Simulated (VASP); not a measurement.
Here is a VASP 6.6.1 calculation.

POSCAR

```
RbS2I
1.0
    2.1481840000      3.7207630000      0.0000000000
   -2.1481840000      3.7207630000      0.0000000000
   -2.1481840000      1.2402510000      8.0901310000
S I Rb
2 1 1
Direct
    0.2323900000      0.5352200000      0.6971700000
    0.7676100000      0.4647800000      0.3028300000
    0.5000000000      0.0000000000      0.5000000000
    0.0000000000      0.0000000000      0.0000000000
```

INCAR.step1

```
  ALGO = Normal
  EDIFF = 1E-4
  ENCUT = 520
  GGA = PE
  ISMEAR = 0
  LASPH = T
  LCHARG = F
  LREAL = F
  LWAVE = T
  NBANDS = 22
  NELM = 100
  PREC = Accurate
  SIGMA = 0.043
```

INCAR.step2

```
  ALGO = Normal
  EDIFF = 1E-7
  ENCUT = 520
  ISIF = 2
  ISMEAR = 0
  ISTART = 1
  LASPH = T
  LCHARG = F
  LMIXTAU = T
  LREAL = F
  LWAVE = F
  METAGGA = R2SCAN
  NBANDS = 22
  NELM = 100
  PREC = Accurate
  SIGMA = 0.043
```

File KPOINTS:

```
k-points
0
Gamma
  9 9 9
```

Potentials or basis: VASP PAW PBE potentials, release 64 (S, I, Rb_sv).

The run is started by

```console
$ cat potpaw_PBE.64/S/POTCAR potpaw_PBE.64/I/POTCAR potpaw_PBE.64/Rb_sv/POTCAR > POTCAR
$ cp INCAR.step1 INCAR
$ mpirun -np 1 vasp_std > vasp.out
$ cp INCAR.step2 INCAR
$ mpirun -np 1 vasp_std > vasp.out
```

Estimate the pressure.

-1.6 GPa.

Predict the largest force.

0.372 eV/Å.

Forces on the atoms (eV/Å):
```
S    0.000  0.000 -0.372
S    0.000  0.000  0.372
I    0.000  0.000  0.000
Rb   0.000  0.000  0.000
```

Caveat: the PAW data sets were made with another functional, which shifts forces and pressure a little.
